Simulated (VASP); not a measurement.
A run of VASP 6.6.1 is set up as follows.

Contents of POSCAR:

```
Ni
1.0
    0.0000000000      1.7604383569      1.7604383569
    1.7604383569      0.0000000000      1.7604383569
    1.7604383569      1.7604383569      0.0000000000
Ni
1
Direct
    0.0000000000      0.0000000000      0.0000000000
```

The input INCAR.step1:

```
PREC = Accurate ; ENCUT = 520
EDIFF = 1E-5 ; ISMEAR = -1
SIGMA = 0.05 ; LREAL = F
LASPH = T ; NELM = 150
ALGO = Normal ; ISIF = 2
LWAVE = T ; LCHARG = F
ISPIN = 2 ; MAGMOM = 1
LORBIT = 11 ; LMAXMIX = 4
GGA = PE ; NBANDS = 15
```

INCAR.step2

```
PREC = Accurate ; ENCUT = 520
EDIFF = 1E-6 ; ISMEAR = -1
SIGMA = 0.05 ; LREAL = F
LASPH = T ; NELM = 150
ALGO = Normal ; ISIF = 2
LWAVE = F ; LCHARG = F
ISPIN = 2 ; MAGMOM = 1
LORBIT = 11 ; LMAXMIX = 4
GGA = PE ; LHFCALC = T
HFSCREEN = 0.2079 ; PRECFOCK = Normal
ISTART = 1 ; NBANDS = 15
```

File KPOINTS:

```
Automatic mesh
0
Gamma
  8 8 8
```

Potentials or basis: VASP PAW PBE potentials, release 64 (Ni).

Run with:

```bash
$ cat potpaw_PBE.64/Ni/POTCAR > POTCAR
$ cp INCAR.step1 INCAR
$ mpirun -np 1 vasp_std > vasp.out
$ cp INCAR.step2 INCAR
$ mpirun -np 1 vasp_std > vasp.out
```

Problem. What does it give for the site moments?

Solution. Ni +0.75 μB.

Problem. What does it give for the net moment?

Solution. 0.70 μB per cell.

Problem. Estimate the pressure.

Solution. -3.5 GPa.

Caveat: the k points lie up to 0.39 Å⁻¹ apart; the PAW data sets were made with another functional, which shifts forces and pressure a little.
